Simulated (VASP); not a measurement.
**Mo: single point with PBE**

Crystal: Mo.

```
Mo
1.0
     2.25532    0.00000    0.00000
     0.00000    2.25532    0.00000
     0.00000    0.00000    2.25532
Mo
1
Direct
  0.00000 0.00000 0.00000
```

This cell differs from its parent crystal: volume scaled by 0.65.

```yaml
Program: VASP 6.6.1
Task: single point
Functional: PBE
Potentials_or_basis: VASP PAW PBE potentials, release 64 (Mo_sv)
Cutoff: 520 eV
k_mesh: 16 × 16 × 16
Occupations: fermi-dirac, width 0.08 eV
Spin: no spin polarisation
Dipole_correction: no
Further_INCAR_settings: ALGO = Normal; EDIFF = 1e-06; NBANDS = 13
```

```
Pressure               : 198.6 GPa
Band gap on the k mesh : zero (band 7 reaches 20.21 eV, above the bottom of band 8 at 16.86 eV)
```

Levels at points of the mesh, in eV from the Fermi level:
```
           k point  band 3  band 4  band 5  band 6  band 7  band 8  band 9  band 10  band 11  band 12
(0.00, 0.00, 0.00)  -33.56  -33.56   -7.48   -7.13   -7.13    6.63    6.63     6.63    19.59    19.59
(0.50, 0.00, 0.00)  -33.08  -33.08   -5.59   -3.98    0.53    0.53    0.83     7.31    14.56    15.35
(0.50, 0.50, 0.00)  -37.36  -32.63   -9.56   -3.03    1.82    1.82    8.79     8.79    10.74    18.66
(0.50, 0.50, 0.50)  -36.67  -36.67   -6.93   -6.93   -6.93    6.11   11.22    11.22    20.84    20.84
```

Run time: 7.2 s on 1 thread of Intel(R) Xeon(R) 6975P-C (Granite Rapids), on a shared host, peak memory 0.13 GiB.
